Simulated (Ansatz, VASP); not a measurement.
**WC in VASP and in Ansatz**

```xyz
2
Lattice="2.9005 0.0000 0.0000 -1.4503 2.5119 0.0000 0.0000 0.0000 2.8290" Properties=species:S:1:pos:R:3 pbc="T T T"
W     0.0000    0.0000    0.0000
C     1.4503    0.8373    1.4145
```

Alike in both runs: task electric field gradients; functional PBE; k mesh 18 × 18 × 17; occupations fermi-dirac, width 0.05 eV; no spin polarisation.

|  | VASP | Ansatz |
| --- | --- | --- |
| version | VASP 6.6.1 | Ansatz 0.2.0 |
| potentials or method | VASP PAW PBE potentials, release 64 (W_sv, C) | PAW with Ansatz's default frozen-core files, scalar-relativistic |
| plane-wave cutoff (eV) | 520 | 420 |
| valence electrons in the cell | 18 | 18 |

Ansatz gave:

| Property | Result |
| --- | --- |
| pressure (GPa) | 8.4 |
| traceless stress, the component that is largest in VASP (GPa) | 0.37 |
| size of Vzz on the site where it differs most (V/Å²) | 138.8 |

Problem. Estimate VASP's values.

Solution. Pressure (GPa): 9.6; traceless stress, the component that is largest in VASP (GPa): 0.58; size of Vzz on the site where it differs most (V/Å²): 143.0.

Neither program's run includes spin-orbit coupling.
